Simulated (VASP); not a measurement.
# ZnSe (P4/mmm) in VASP: relaxation of cell and atoms with PBE

Aim: the relaxation of cell and atoms of ZnSe with PBE.

Program: VASP 6.6.1. These are calculated values, not measurements. Logs are shortened: lines on timing, memory, paths and dates and some standing lists are left out, and cuts for length are marked.

## (1) The cell of the first run

It takes space group P4/mmm (No. 123, tetragonal). Conventional cell: a = 3.949 Å, b = 3.949 Å, c = 4.582 Å, α = 90.00°, β = 90.00°, γ = 90.00°. Zn (site symmetry 4/mmm) has 2 Se at 2.29 Å within 3.0 Å. Within 3.0 Å of Se (site symmetry 4/mmm) lie 2 Zn at 2.29 Å.

## (2) Relaxation of cell and atoms, PBE

Contents of INCAR:

```
SYSTEM = ZnSe
ALGO     = Normal         ! electronic algorithm
EDIFF    = 1E-6           ! SCF threshold, eV
EDIFFG   = -0.01          ! ionic threshold
ENCUT    = 600            ! plane-wave cutoff, eV
GGA      = PE             ! functional
IBRION   = 2              ! ionic algorithm
ISIF     = 3              ! what is computed and relaxed
ISMEAR   = 0              ! smearing method
LASPH    = .True.         ! aspherical terms in the spheres
LCHARG   = .False.        ! write CHGCAR
LREAL    = .False.        ! projectors in reciprocal space
LWAVE    = .False.        ! write WAVECAR
NELM     = 80             ! most SCF steps
NSW      = 100            ! ionic steps
PREC     = Accurate       ! precision mode
SIGMA    = 0.1            ! smearing width, eV
```

Contents of KPOINTS:

```
k-points
0
Gamma
  14 14 12
  0 0 0
```

Contents of POSCAR:

```
ZnSe
1.0
    3.9490786886      0.0000000000      0.0000000000
    0.0000000000      3.9490786886      0.0000000000
    0.0000000000      0.0000000000      4.5816125563
Zn Se
1 1
Direct
    0.5000000000      0.5000000000      0.5000000000
    0.5000000000      0.5000000000      0.0000000000
```

Potentials or basis: VASP PAW PBE potentials, release 64 (Zn, Se).

Command:

```console
$ cat potpaw_PBE.64/Zn/POTCAR potpaw_PBE.64/Se/POTCAR > POTCAR
$ mpirun -np 1 vasp_std > vasp.out
```

OUTCAR:

```text
SYSTEM = ZnSe
   EDIFF = 1E-6
   EDIFFG = -0.01
   ENCUT = 600
   GGA = PE
   IBRION = 2
   ISIF = 3
   ISMEAR = 0
   LASPH = .True.
   LREAL = .False.
   NELM = 80
   NSW = 100
   PREC = Accurate

 ion  position               nearest neighbor table
   1  0.500  0.500  0.500-   2 2.29   2 2.29
   2  0.500  0.500  0.000-   1 2.29   1 2.29

  LATTYP: Found a simple tetragonal cell.
 ALAT       =     3.9490786886
 C/A-ratio  =     1.1601725156

  Lattice vectors:

 A1 = (   3.9490786886,   0.0000000000,   0.0000000000)
 A2 = (   0.0000000000,   3.9490786886,   0.0000000000)
 A3 = (   0.0000000000,   0.0000000000,   4.5816125563)

Analysis of symmetry for initial positions (statically):
=====================================================================
 Subroutine PRICEL returns:
 Original cell was already a primitive cell.

 Routine SETGRP: Setting up the symmetry group for a
 simple tetragonal supercell.

 Subroutine GETGRP returns: Found 16 space group operations
 (whereof 16 operations were pure point group operations)
 out of a pool of 16 trial point group operations.

The static configuration has the point symmetry D_4h.

Analysis of symmetry for dynamics (positions and initial velocities):
=====================================================================
 Subroutine PRICEL returns:
 Original cell was already a primitive cell.

 Routine SETGRP: Setting up the symmetry group for a
 simple tetragonal supercell.

 Subroutine GETGRP returns: Found 16 space group operations
 (whereof 16 operations were pure point group operations)
 out of a pool of 16 trial point group operations.

The dynamic configuration has the point symmetry D_4h.

 Subroutine INISYM returns: Found 16 space group operations
 (whereof 16 operations are pure point group operations),
 and found     1 'primitive' translations

----------------------------------------------------------------------------------------

                                     Primitive cell

  volume of cell :      71.4513

  direct lattice vectors                    reciprocal lattice vectors
     3.949078689  0.000000000  0.000000000     0.253223620  0.000000000  0.000000000
     0.000000000  3.949078689  0.000000000     0.000000000  0.253223620  0.000000000
     0.000000000  0.000000000  4.581612556     0.000000000  0.000000000  0.218263764

  length of vectors
     3.949078689  3.949078689  4.581612556     0.253223620  0.253223620  0.218263764

  position of ions in fractional coordinates (direct lattice)
     0.500000000  0.500000000  0.500000000
     0.500000000  0.500000000  0.000000000

  ion indices of the primitive-cell ions
   primitive index   ion index
                 1           1
                 2           2

----------------------------------------------------------------------------------------

 KPOINTS: k-points

Automatic generation of k-mesh.
 Grid dimensions read from file:
 generate k-points for:   14   14   12

 Generating k-lattice:

  Cartesian coordinates                     Fractional coordinates (reciprocal lattice)
     0.018087401  0.000000000  0.000000000     0.071428571  0.000000000  0.000000000
     0.000000000  0.018087401  0.000000000     0.000000000  0.071428571  0.000000000
     0.000000000  0.000000000  0.018188647     0.000000000  0.000000000  0.083333333

  Length of vectors
     0.018087401  0.018087401  0.018188647

  Shift w.r.t. Gamma in fractional coordinates (k-lattice)
     0.000000000  0.000000000  0.000000000

 Subroutine IBZKPT returns following result:
 ===========================================

 Found    252 irreducible k-points:

 Following reciprocal coordinates:
            Coordinates               Weight
  0.000000  0.000000  0.000000      1.000000
  0.071429  0.000000  0.000000      4.000000
  0.142857  0.000000  0.000000      4.000000
  0.214286  0.000000  0.000000      4.000000
  0.285714  0.000000  0.000000      4.000000
  0.357143  0.000000  0.000000      4.000000
[... 16 lines left out ...]
  0.285714  0.214286  0.000000      8.000000
  0.357143  0.214286  0.000000      8.000000
 [... further k-points ...]
   k-points           NKPTS =    252   k-points in BZ     NKDIM =    252   number of bands    NBANDS=     13
   number of dos      NEDOS =    301   number of ions     NIONS =      2
   total plane-waves  NPLWV =  40960
   dimension x,y,z NGX =    32 NGY =   32 NGZ =   40
   dimension x,y,z NGXF=    64 NGYF=   64 NGZF=   80
   ions per type =               1   1
   NGX,Y,Z   is equivalent  to a cutoff of  13.47, 13.47, 14.51 a.u.
   NGXF,Y,Z  is equivalent  to a cutoff of  26.94, 26.94, 29.03 a.u.
 SYSTEM =  ZnSe
   PREC   = accura    normal or accurate (medium, high low for compatibility)
   ISTART =      0    job   : 0-new  1-cont  2-samecut
   ICHARG =      2    charge: 1-file 2-atom 10-const
   ISPIN  =      1    spin polarized calculation?
   LNONCOLLINEAR =      F non collinear calculations
   LSORBIT =      F    spin-orbit coupling
   LASPH  =      T    aspherical Exc in radial PAW
   ENCUT  =  600.0 eV  44.10 Ry    6.64 a.u.   7.89  7.89  9.15*2*pi/ulx,y,z
   NELM   =     80;   NELMIN=  2; NELMDL= -5     # of ELM steps
   EDIFF  = 0.1E-05   stopping-criterion for ELM
   LREAL  =      F    real-space projection
   EDIFFG = -.1E-01   stopping-criterion for IOM
   NSW    =    100    number of steps for IOM
   IBRION =      2    ionic relax: 0-MD 1-quasi-New 2-CG
   NFREE  =      1    steps in history (QN), initial steepest desc. (CG)
   ISIF   =      3    stress and relaxation
   ISYM   =      2    0-nonsym 1-usesym 2-fastsym
   POTIM  = 0.5000    time-step for ionic-motion
   TEBEG  =    0.0;   TEEND  =   0.0 temperature during run
   PSTRESS=    0.0 pullay stress
   NELECT =      18.0000    total number of electrons
   NUPDOWN=      -1.0000    fix difference up-down
   EMIN   =  10.00;   EMAX   =-10.00  energy-range for DOS
   EFERMI =   0.00;   METHOD = LEGACY
   ISMEAR =     0;   SIGMA  =   0.10  broadening in eV -4-tet -1-fermi 0-gaus
   EFERMI_NEDOS =   21; number of points for ismear=-14 and -15
   IALGO  =     38    algorithm
   IMIX   =      4    mixing-type and parameters
     AMIX     =   0.40;   BMIX     =  1.00
     AMIX_MAG =   1.60;   BMIX_MAG =  1.00
  volume/ion in A,a.u.               =      35.73       241.09
  Fermi-wavevector in a.u.,A,eV,Ry     =   1.033941  1.953865 14.545086  1.069034
  Thomas-Fermi vector in A             =   2.168212
   LORBIT       =      0    0 simple, 1 ext, 2 COOP (PROOUT), +10 PAW based schemes
   GGA     = PE    functional components
   LHFCALC =     F    Hartree Fock is set to
   AEXX    =    0.0000 exact exchange contribution
   IVDW    =     0    specifies the selected vdW correction
   LEPSILON=     F    determine dielectric tensor
   LRPA    =     F    only Hartree local field effects (RPA)
 conjugate gradient relaxation of ions
 non-spin polarized calculation
 Gauss-broadening in eV      SIGMA  =   0.10
  energy-cutoff  :      600.00
  volume of cell :       71.45
 maximum number of plane-waves:      2412
 NGX is ok and might be reduce to    32
   NGX = 15   NGY = 15   NGZ = 19

--------------------------------------- Ionic step        1  -------------------------------------------

 number of electron      17.9999998 magnetization

 Free energy of the ion-electron system (eV)
  ---------------------------------------------------
  ext. energy  EPLUGINS =         0.00000000
  ---------------------------------------------------
  free energy    TOTEN  =        -3.93826753 eV

  energy without entropy =       -3.93027604  energy(sigma->0) =       -3.93427178

------------------------ aborting loop because EDIFF is reached ----------------------------------------

  FORCE on cell =-STRESS in cart. coord.  units (eV):
  Direction    XX          YY          ZZ          XY          YZ          ZX
  --------------------------------------------------------------------------------------
  -------------------------------------------------------------------------------------
  Total        0.2685342      0.2685342     -0.7684189      0.0000000      0.0000000      0.0000000
  in kB        6.0214375      6.0214375    -17.2305322      0.0000000      0.0000000      0.0000000
  external PRESSURE =      -1.7292191 kB  Pullay stress =       0.0000000 kB
[... 89 lines left out ...]
  FREE ENERGIE OF THE ION-ELECTRON SYSTEM (eV)
  ---------------------------------------------------
  free  energy   TOTEN  =        -3.9472657970 eV

  energy  without entropy=       -3.9402287583  energy(sigma->0) =       -3.94374728

[... ionic steps 4 to 17 ...]

--------------------------------------- Ionic step       18  -------------------------------------------

 number of electron      17.9999972 magnetization

------------------------ aborting loop because EDIFF is reached ----------------------------------------

  FORCE on cell =-STRESS in cart. coord.  units (eV):
  Direction    XX          YY          ZZ          XY          YZ          ZX
  --------------------------------------------------------------------------------------
  -------------------------------------------------------------------------------------
  Total        0.0233668      0.0233668     -0.0028295      0.0000000      0.0000000      0.0000000
  in kB        0.3252499      0.3252499     -0.0393842      0.0000000      0.0000000      0.0000000
  external PRESSURE =       0.2037052 kB  Pullay stress =       0.0000000 kB
[... 57 lines left out ...]
  energy  without entropy=       -4.0647057174  energy(sigma->0) =       -4.06474930

--------------------------------------- Ionic step       20  -------------------------------------------

 number of electron      17.9999971 magnetization

 Free energy of the ion-electron system (eV)
  ---------------------------------------------------
  ext. energy  EPLUGINS =         0.00000000
  ---------------------------------------------------
  free energy    TOTEN  =        -4.06479757 eV

  energy without entropy =       -4.06471192  energy(sigma->0) =       -4.06475475

 E-fermi :  -2.6045     XC(G=0):  -5.3155

 val. band max:       -2.7734111999   @ k =   0.5000   0.0000   0.5000
 cond. band min:      -2.4813809399   @ k =   0.0000   0.0000   0.0000
 fundamental gap:      0.2920302600
 Fermi energy:        -2.6044683105

 k-point     1 :       0.0000    0.0000    0.0000
  band No.  band energies     occupation
      1     -15.1766      2.00000
      2      -9.9384      2.00000
      3      -9.9384      2.00000
      4      -9.8308      2.00000
      5      -9.8247      2.00000
      6      -9.5461      2.00000
      7      -5.8002      2.00000
      8      -3.7075      2.00000
      9      -3.7075      2.00000
     10      -2.4814      0.08173
     11       1.9318      0.00000
     12       3.8281      0.00000
     13       4.2100      0.00000
[... 353 lines left out ...]
 k-point    24 :       0.3571    0.2143    0.0000
  band No.  band energies     occupation
      1     -15.1596      2.00000
      2      -9.9397      2.00000
      3      -9.9389      2.00000
      4      -9.8265      2.00000
      5      -9.8259      2.00000
      6      -9.5279      2.00000
      7      -5.7761      2.00000
      8      -4.0972      2.00000
      9      -3.8666      2.00000
     10      -2.1843      0.00000
     11       2.4182      0.00000
     12       3.2276      0.00000
     13       4.2314      0.00000

 [... further k-points ...]
[... 5 lines left out ...]
  --------------------------------------------------------------------------------------
  -------------------------------------------------------------------------------------
  Total        0.0123169      0.0123169      0.0007506      0.0000000     -0.0000000      0.0000000
  in kB        0.1714079      0.1714079      0.0104463      0.0000000     -0.0000000      0.0000000
  external PRESSURE =       0.1177540 kB  Pullay stress =       0.0000000 kB
[... 17 lines left out ...]
  FREE ENERGIE OF THE ION-ELECTRON SYSTEM (eV)
  ---------------------------------------------------
  free  energy   TOTEN  =        -4.0647975710 eV

  energy  without entropy=       -4.0647119224  energy(sigma->0) =       -4.06475475

 reached required accuracy - stopping structural energy minimisation
```

It took 14 min on 1 thread of Intel Xeon 6975P-C (Granite Rapids), shared host; peak memory 0.49 GiB.

Results:

```yaml
Free_energy: -4.0648 eV
Relaxed_volume: 57.56 Å³/atom
Relaxed_cell: a = 5.108 Å, b = 5.108 Å, c = 4.413 Å, α = 90.00°, β = 90.00°, γ = 90.00°
Space_group_after_relaxing_to_0.05_Å: P4/mmm (No. 123)
Energy_gained_by_relaxing: 63.3 meV/atom
Ionic_steps: 20
Pressure_after_relaxing: 0.0 GPa
Band_gap_on_the_k_mesh: 0.29 eV, indirect (least direct gap 1.23 eV)
```

The path:
```csv
step,energy change (eV),largest force (eV/Å),pressure (GPa),volume (Å³)
1,0.0000,0.0000,-0.17,71.45
2,-0.0090,0.0000,0.85,71.04
3,-0.0090,0.0000,0.82,71.05
4,-0.0185,0.0000,0.82,72.70
5,-0.0455,0.0000,0.88,77.72
6,-0.0753,0.0000,1.69,88.05
7,-0.0784,0.0000,1.56,88.74
8,-0.0872,0.0000,1.40,90.84
9,-0.1016,0.0000,1.03,95.11
10,-0.1195,0.0000,0.44,103.98
11,-0.1250,0.0000,-0.31,123.05
12,-0.1262,0.0000,-0.18,118.41
13,-0.1257,0.0000,0.07,111.38
14,-0.1264,0.0000,-0.05,114.69
15,-0.1264,0.0000,-0.09,115.26
16,-0.1265,0.0000,-0.01,115.15
17,-0.1265,0.0000,0.02,115.11
18,-0.1265,0.0000,0.02,115.10
19,-0.1265,0.0000,0.03,115.10
20,-0.1265,0.0000,0.01,115.13
```

Final structure:
```
CELL_PARAMETERS angstrom
5.10775 0.00000 0.00000
0.00000 5.10775 0.00000
0.00000 0.00000 4.41286
ATOMIC_POSITIONS crystal
Zn 0.50000 0.50000 0.50000
Se 0.50000 0.50000 0.00000
```

Caveat: the volume moved by over 15 % at a fixed basis, so the end points are rough. A k mesh can miss the band edges.
